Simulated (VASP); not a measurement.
# GaAs (I-4m2) in VASP: further runs

GaAs is run at these levels: PBEsol; tasks: single point.

Everything below comes from runs of VASP 6.6.1. Logs are shortened: lines on timing, memory, paths and dates and some standing lists are left out, and cuts for length are marked.

### 1 The cell of the first run

The structure is tetragonal, space group I-4m2 (No. 119). The conventional cell has a = 3.921 Å, b = 3.921 Å, c = 5.726 Å, α = 90.00°, β = 90.00°, γ = 90.00°. Within 3.2 Å of Ga (site symmetry -4m2) lie 4 As at 2.43 Å. As (site symmetry -4m2) has 4 Ga at 2.43 Å within 3.2 Å.

### 2 Single point, PBEsol (in-plane strain -0.02)

INCAR reads:

```
SYSTEM = GaAs
PREC = Accurate ; ENCUT = 520
EDIFF = 1E-6 ; ISMEAR = 0
SIGMA = 0.01 ; LREAL = .False.
LASPH = .True. ; NELM = 100
ALGO = Normal ; ISIF = 2
LWAVE = .False. ; LCHARG = .False.
GGA = PS ; NBANDS = 16
```

KPOINTS reads:

```
Automatic mesh
0
Gamma
  8 8 8
  0 0 0
```

POSCAR reads:

```
GaAs
1.0
    2.7725643426      2.7725643426      0.0000000000
   -2.7725643426      2.7725643426      0.0000000000
    0.0000000000      2.7725643426      2.8630970559
Ga As
1 1
Direct
    0.0000000000      0.0000000000      0.0000000000
    0.7500000000      0.2500000000      0.5000000000
```

Potentials or basis: VASP PAW PBE potentials, release 64 (Ga_d, As).

On the command line:

```
$ cat potpaw_PBE.64/Ga_d/POTCAR potpaw_PBE.64/As/POTCAR > POTCAR
$ mpirun -np 1 vasp_std > vasp.out
```

OUTCAR:

```text
SYSTEM = GaAs
   PREC = Accurate
   ENCUT = 520
   EDIFF = 1E-6
   ISMEAR = 0
   LREAL = .False.
   LASPH = .True.
   NELM = 100
   ISIF = 2
   GGA = PS

 ion  position               nearest neighbor table
   1  0.000  0.000  0.000-   2 2.43   2 2.43   2 2.43   2 2.43
   2  0.750  0.250  0.500-   1 2.43   1 2.43   1 2.43   1 2.43

  LATTYP: Found a body centered tetragonal cell.
 ALAT       =     3.9209980959
 C/A-ratio  =     1.4603919644

  Lattice vectors:

 A1 = (   2.7725643426,   0.0000000000,  -2.8630970559)
 A2 = (  -2.7725643426,   0.0000000000,  -2.8630970559)
 A3 = (   0.0000000000,   2.7725643426,   2.8630970559)

Analysis of symmetry for initial positions (statically):
=====================================================================
 Subroutine PRICEL returns:
 Original cell was already a primitive cell.

 Routine SETGRP: Setting up the symmetry group for a
 body centered tetragonal supercell.

 Subroutine GETGRP returns: Found  8 space group operations
 (whereof  8 operations were pure point group operations)
 out of a pool of 16 trial point group operations.

The static configuration has the point symmetry D_2d.

Analysis of symmetry for dynamics (positions and initial velocities):
=====================================================================
 Subroutine PRICEL returns:
 Original cell was already a primitive cell.

 Routine SETGRP: Setting up the symmetry group for a
 body centered tetragonal supercell.

 Subroutine GETGRP returns: Found  8 space group operations
 (whereof  8 operations were pure point group operations)
 out of a pool of 16 trial point group operations.

The dynamic configuration has the point symmetry D_2d.

 Subroutine INISYM returns: Found  8 space group operations
 (whereof  8 operations are pure point group operations),
 and found     1 'primitive' translations

----------------------------------------------------------------------------------------

                                     Primitive cell

  volume of cell :      44.0179

  direct lattice vectors                    reciprocal lattice vectors
     2.772564343  2.772564343  0.000000000     0.180338466  0.180338466 -0.174636064
    -2.772564343  2.772564343  0.000000000    -0.180338466  0.180338466 -0.174636064
     0.000000000  2.772564343  2.863097056     0.000000000  0.000000000  0.349272128

  length of vectors
     3.920998096  3.920998096  3.985528545     0.309098171  0.309098171  0.349272128

  position of ions in fractional coordinates (direct lattice)
     0.000000000  0.000000000  0.000000000
     0.750000000  0.250000000  0.500000000

  ion indices of the primitive-cell ions
   primitive index   ion index
                 1           1
                 2           2

----------------------------------------------------------------------------------------

 KPOINTS: Automatic mesh

Automatic generation of k-mesh.
 Grid dimensions read from file:
 generate k-points for:    8    8    8

 Generating k-lattice:

  Cartesian coordinates                     Fractional coordinates (reciprocal lattice)
     0.022542308  0.022542308 -0.021829508     0.125000000  0.000000000  0.000000000
    -0.022542308  0.022542308 -0.021829508     0.000000000  0.125000000  0.000000000
     0.000000000  0.000000000  0.043659016     0.000000000  0.000000000  0.125000000

  Length of vectors
     0.038637271  0.038637271  0.043659016

  Shift w.r.t. Gamma in fractional coordinates (k-lattice)
     0.000000000  0.000000000  0.000000000

 Subroutine IBZKPT returns following result:
 ===========================================

 Found     59 irreducible k-points:

 Following reciprocal coordinates:
            Coordinates               Weight
  0.000000  0.000000  0.000000      1.000000
  0.125000  0.000000  0.000000      8.000000
  0.250000  0.000000  0.000000      8.000000
  0.375000  0.000000 -0.000000      8.000000
  0.500000  0.000000  0.000000      4.000000
  0.125000  0.125000  0.000000      8.000000
[... 16 lines left out ...]
  0.250000  0.000000  0.125000      4.000000
  0.375000  0.000000  0.125000      8.000000
 [... further k-points ...]
   k-points           NKPTS =     59   k-points in BZ     NKDIM =     59   number of bands    NBANDS=     16
   number of dos      NEDOS =    301   number of ions     NIONS =      2
   total plane-waves  NPLWV =  27000
   dimension x,y,z NGX =    30 NGY =   30 NGZ =   30
   dimension x,y,z NGXF=    60 NGYF=   60 NGZF=   60
   ions per type =               1   1
   NGX,Y,Z   is equivalent  to a cutoff of  12.72, 12.72, 12.51 a.u.
   NGXF,Y,Z  is equivalent  to a cutoff of  25.44, 25.44, 25.03 a.u.
 SYSTEM =  GaAs
   PREC   = accura    normal or accurate (medium, high low for compatibility)
   ISTART =      0    job   : 0-new  1-cont  2-samecut
   ICHARG =      2    charge: 1-file 2-atom 10-const
   ISPIN  =      1    spin polarized calculation?
   LNONCOLLINEAR =      F non collinear calculations
   LSORBIT =      F    spin-orbit coupling
   LASPH  =      T    aspherical Exc in radial PAW
   ENCUT  =  520.0 eV  38.22 Ry    6.18 a.u.   7.29  7.29  7.41*2*pi/ulx,y,z
   NELM   =    100;   NELMIN=  2; NELMDL= -5     # of ELM steps
   EDIFF  = 0.1E-05   stopping-criterion for ELM
   LREAL  =      F    real-space projection
   EDIFFG = 0.1E-04   stopping-criterion for IOM
   NSW    =      0    number of steps for IOM
   IBRION =     -1    ionic relax: 0-MD 1-quasi-New 2-CG
   NFREE  =      0    steps in history (QN), initial steepest desc. (CG)
   ISIF   =      2    stress and relaxation
   ISYM   =      2    0-nonsym 1-usesym 2-fastsym
   POTIM  = 0.5000    time-step for ionic-motion
   TEBEG  =    0.0;   TEEND  =   0.0 temperature during run
   PSTRESS=    0.0 pullay stress
   NELECT =      18.0000    total number of electrons
   NUPDOWN=      -1.0000    fix difference up-down
   EMIN   =  10.00;   EMAX   =-10.00  energy-range for DOS
   EFERMI =   0.00;   METHOD = LEGACY
   ISMEAR =     0;   SIGMA  =   0.01  broadening in eV -4-tet -1-fermi 0-gaus
   EFERMI_NEDOS =   21; number of points for ismear=-14 and -15
   IALGO  =     38    algorithm
   IMIX   =      4    mixing-type and parameters
     AMIX     =   0.40;   BMIX     =  1.00
     AMIX_MAG =   1.60;   BMIX_MAG =  1.00
  volume/ion in A,a.u.               =      22.01       148.52
  Fermi-wavevector in a.u.,A,eV,Ry     =   1.215129  2.296262 20.089541  1.476540
  Thomas-Fermi vector in A             =   2.350527
   LORBIT       =      0    0 simple, 1 ext, 2 COOP (PROOUT), +10 PAW based schemes
   GGA     = PS    functional components
   LHFCALC =     F    Hartree Fock is set to
   AEXX    =    0.0000 exact exchange contribution
   IVDW    =     0    specifies the selected vdW correction
   LEPSILON=     F    determine dielectric tensor
   LRPA    =     F    only Hartree local field effects (RPA)
 non-spin polarized calculation
 Gauss-broadening in eV      SIGMA  =   0.01
  energy-cutoff  :      520.00
  volume of cell :       44.02
 maximum number of plane-waves:      1203
 NGX is ok and might be reduce to    30
   NGX = 15   NGY = 15   NGZ = 15

 number of electron      18.0000010 magnetization

 Free energy of the ion-electron system (eV)
  ---------------------------------------------------
  ext. energy  EPLUGINS =         0.00000000
  ---------------------------------------------------
  free energy    TOTEN  =        -9.07181916 eV

  energy without entropy =       -9.07181916  energy(sigma->0) =       -9.07181916

 E-fermi :   4.2512     XC(G=0):  -9.8904

 val. band max:        4.1196933406   @ k =   0.0000   0.0000   0.0000
 cond. band min:       4.6974832337   @ k =   0.0000   0.0000   0.0000
 fundamental gap:      0.5777898930
 Fermi energy:         4.2512357582

 k-point     1 :       0.0000    0.0000    0.0000
  band No.  band energies     occupation
      1     -10.7788      2.00000
      2     -10.7707      2.00000
      3     -10.7707      2.00000
      4     -10.6890      2.00000
      5     -10.6853      2.00000
      6      -8.8877      2.00000
[... 8 lines left out ...]
     15      13.8765      0.00000
     16      14.5531      0.00000

 k-point     2 :       0.1250    0.0000    0.0000
  band No.  band energies     occupation
      1     -10.7898      2.00000
      2     -10.7716      2.00000
      3     -10.7669      2.00000
      4     -10.6895      2.00000
      5     -10.6852      2.00000
      6      -8.6966      2.00000
[... 8 lines left out ...]
     15      13.0637      0.00000
     16      13.5347      0.00000

 k-point     3 :       0.2500    0.0000    0.0000
  band No.  band energies     occupation
      1     -10.8232      2.00000
      2     -10.7635      2.00000
      3     -10.7585      2.00000
      4     -10.6896      2.00000
      5     -10.6839      2.00000
      6      -8.1629      2.00000
[... 8 lines left out ...]
     15      13.1398      0.00000
     16      13.1443      0.00000

 k-point     4 :       0.3750    0.0000   -0.0000
  band No.  band energies     occupation
      1     -10.8527      2.00000
      2     -10.7569      2.00000
      3     -10.7519      2.00000
      4     -10.6880      2.00000
      5     -10.6808      2.00000
      6      -7.4428      2.00000
[... 8 lines left out ...]
     15      14.2095      0.00000
     16      14.3832      0.00000

 k-point     5 :       0.5000    0.0000    0.0000
  band No.  band energies     occupation
      1     -10.8641      2.00000
      2     -10.7547      2.00000
      3     -10.7497      2.00000
      4     -10.6867      2.00000
      5     -10.6789      2.00000
      6      -7.0259      2.00000
[... 8 lines left out ...]
     15      15.8530      0.00000
     16      16.1094      0.00000

 k-point     6 :       0.1250    0.1250    0.0000
  band No.  band energies     occupation
      1     -10.8118      2.00000
      2     -10.7662      2.00000
      3     -10.7593      2.00000
      4     -10.6901      2.00000
      5     -10.6850      2.00000
      6      -8.3950      2.00000
[... 8 lines left out ...]
     15      13.2124      0.00000
     16      13.7778      0.00000

 k-point     7 :       0.2500    0.1250   -0.0000
  band No.  band energies     occupation
      1     -10.8407      2.00000
      2     -10.7574      2.00000
      3     -10.7522      2.00000
      4     -10.6902      2.00000
      5     -10.6838      2.00000
      6      -7.7883      2.00000
[... 8 lines left out ...]
     15      13.7765      0.00000
     16      15.1862      0.00000

 k-point     8 :       0.3750    0.1250   -0.0000
  band No.  band energies     occupation
      1     -10.8619      2.00000
      2     -10.7513      2.00000
      3     -10.7480      2.00000
      4     -10.6890      2.00000
      5     -10.6816      2.00000
      6      -7.1029      2.00000
[... 8 lines left out ...]
     15      13.9346      0.00000
     16      15.6101      0.00000

 k-point     9 :       0.5000    0.1250    0.0000
  band No.  band energies     occupation
      1     -10.8661      2.00000
      2     -10.7504      2.00000
      3     -10.7467      2.00000
      4     -10.6910      2.00000
      5     -10.6790      2.00000
      6      -6.9446      2.00000
[... 8 lines left out ...]
     15      15.4497      0.00000
     16      16.0839      0.00000
[... 172 lines left out ...]
 k-point    19 :       0.5000    0.3750   -0.0000
  band No.  band energies     occupation
      1     -10.8906      2.00000
      2     -10.7277      2.00000
      3     -10.7238      2.00000
      4     -10.7131      2.00000
      5     -10.6731      2.00000
      6      -6.3835      2.00000
[... 8 lines left out ...]
     15      16.5022      0.00000
     16      17.1772      0.00000

 k-point    20 :      -0.3750    0.3750    0.0000
  band No.  band energies     occupation
      1     -10.8832      2.00000
      2     -10.7293      2.00000
      3     -10.7271      2.00000
      4     -10.7141      2.00000
      5     -10.6730      2.00000
      6      -6.8749      2.00000
[... 8 lines left out ...]
     15      16.3387      0.00000
     16      17.8527      0.00000

 k-point    21 :       0.5000    0.5000    0.0000
  band No.  band energies     occupation
      1     -10.8976      2.00000
      2     -10.7209      2.00000
      3     -10.7191      2.00000
      4     -10.7188      2.00000
      5     -10.6708      2.00000
      6      -6.2055      2.00000
[... 8 lines left out ...]
     15      17.0171      0.00000
     16      17.4088      0.00000

 k-point    22 :       0.0000    0.0000    0.1250
  band No.  band energies     occupation
      1     -10.8021      2.00000
      2     -10.7633      2.00000
      3     -10.7633      2.00000
      4     -10.6878      2.00000
      5     -10.6873      2.00000
      6      -8.6429      2.00000
[... 8 lines left out ...]
     15      12.7888      0.00000
     16      14.7965      0.00000

 k-point    23 :       0.2500    0.0000    0.1250
  band No.  band energies     occupation
      1     -10.8101      2.00000
      2     -10.7655      2.00000
      3     -10.7625      2.00000
      4     -10.6922      2.00000
      5     -10.6835      2.00000
      6      -8.3822      2.00000
[... 8 lines left out ...]
     15      13.2935      0.00000
     16      13.8348      0.00000

 k-point    24 :       0.3750    0.0000    0.1250
  band No.  band energies     occupation
      1     -10.8407      2.00000
      2     -10.7569      2.00000
      3     -10.7537      2.00000
      4     -10.6927      2.00000
      5     -10.6817      2.00000
      6      -7.7686      2.00000
[... 8 lines left out ...]
     15      13.6633      0.00000
     16      15.2647      0.00000

 [... further k-points ...]
[... 5 lines left out ...]
  --------------------------------------------------------------------------------------
  -------------------------------------------------------------------------------------
  Total        0.8206693      0.8206693      0.2466952      0.0000000     -0.0000000      0.0000000
  in kB       29.8709779     29.8709779      8.9792906      0.0000000     -0.0000000      0.0000000
  external PRESSURE =      22.9070822 kB  Pullay stress =       0.0000000 kB

 VOLUME and BASIS-vectors are now :
 -----------------------------------------------------------------------------
  energy-cutoff  :      520.00
  volume of cell :       44.02
      direct lattice vectors                 reciprocal lattice vectors
     2.772564343  2.772564343  0.000000000     0.180338466  0.180338466 -0.174636064
    -2.772564343  2.772564343  0.000000000    -0.180338466  0.180338466 -0.174636064
     0.000000000  2.772564343  2.863097056     0.000000000  0.000000000  0.349272128

 POSITION                                       TOTAL-FORCE (eV/Angst)
 -----------------------------------------------------------------------------------
      0.00000      0.00000      0.00000        -0.000000      0.000000      0.000000
      1.38628      4.15885      1.43155         0.000000     -0.000000      0.000000
 -----------------------------------------------------------------------------------
    total drift:                                0.000000     -0.000000     -0.000000

  FREE ENERGIE OF THE ION-ELECTRON SYSTEM (eV)
  ---------------------------------------------------
  free  energy   TOTEN  =        -9.0718191594 eV

  energy  without entropy=       -9.0718191594  energy(sigma->0) =       -9.07181916
```

Wall time 79 s (1 thread of AMD EPYC 7R13, shared host); peak memory 0.16 GiB.

What came out:

```yaml
Free_energy: -9.0718 eV
Pressure: 2.3 GPa
Band_gap_on_the_k_mesh: 0.58 eV, direct
```

Caveat: the cell differs from its parent crystal (in-plane strain -0.02); the PAW data sets were made with another functional, which shifts forces and pressure a little. A k mesh can miss the band edges.

### 3 Single point, PBEsol (in-plane strain -0.02, then relaxed in part)

INCAR reads:

```
  PREC = Accurate
  ENCUT = 520
  EDIFF = 1E-6
  ISMEAR = 0
  SIGMA = 0.01
  LREAL = False
  LASPH = True
  NELM = 60
  ALGO = Normal
  ISIF = 2
  LWAVE = False
  LCHARG = True
  GGA = PS
  LELF = True
  LVHAR = True
  NBANDS = 16
```

KPOINTS reads:

```
Automatic mesh
0
Gamma
  8 8 8
```

Edit POSCAR of step 2 so:

```diff
@@ -4,3 +4,3 @@
    -2.7725643426      2.7725643426      0.0000000000
-    0.0000000000      2.7725643426      2.8630970559
+    0.0000000000      2.7725643426      2.8794301293
 Ga As
```

Potentials or basis: VASP PAW PBE potentials, release 64 (Ga_d, As).

On the command line:

```
$ cat potpaw_PBE.64/Ga_d/POTCAR potpaw_PBE.64/As/POTCAR > POTCAR
$ mpirun -np 1 vasp_std > vasp.out
```

It took 83 s on 1 thread of AMD EPYC 7R13, shared host; peak memory 0.16 GiB.

Results (log left out):

```yaml
Free_energy: -9.0727 eV
Pressure: 1.8 GPa
Band_gap_on_the_k_mesh: 0.52 eV, direct
```

Stress tensor (GPa, compression positive):
```
2.66 0.00 0.00
0.00 2.66 0.00
0.00 0.00 0.18
```

Levels at points of the mesh, in eV from the valence-band top:
```csv
k point,band 5,band 6,band 7,band 8,band 9,band 10,band 11,band 12,band 13,band 14
"(0.00, 0.00, 0.00)",-14.81,-12.98,-0.24,0.00,0.00,0.52,3.59,3.59,3.69,7.38
"(0.50, 0.00, 0.00)",-14.80,-11.13,-6.87,-1.42,-1.09,0.88,4.41,4.65,7.54,10.31
"(0.50, 0.50, 0.00)",-14.79,-10.31,-6.94,-2.94,-2.92,1.15,1.36,10.01,10.25,11.02
"(0.00, 0.00, 0.50)",-14.80,-10.46,-7.18,-2.67,-2.67,1.40,1.72,10.20,10.20,10.78
```

Caveat: the cell differs from its parent crystal (in-plane strain -0.02, then relaxed in part); the PAW data sets were made with another functional, which shifts forces and pressure a little. A k mesh can miss the band edges.

(Continued in part 2 of 2.)
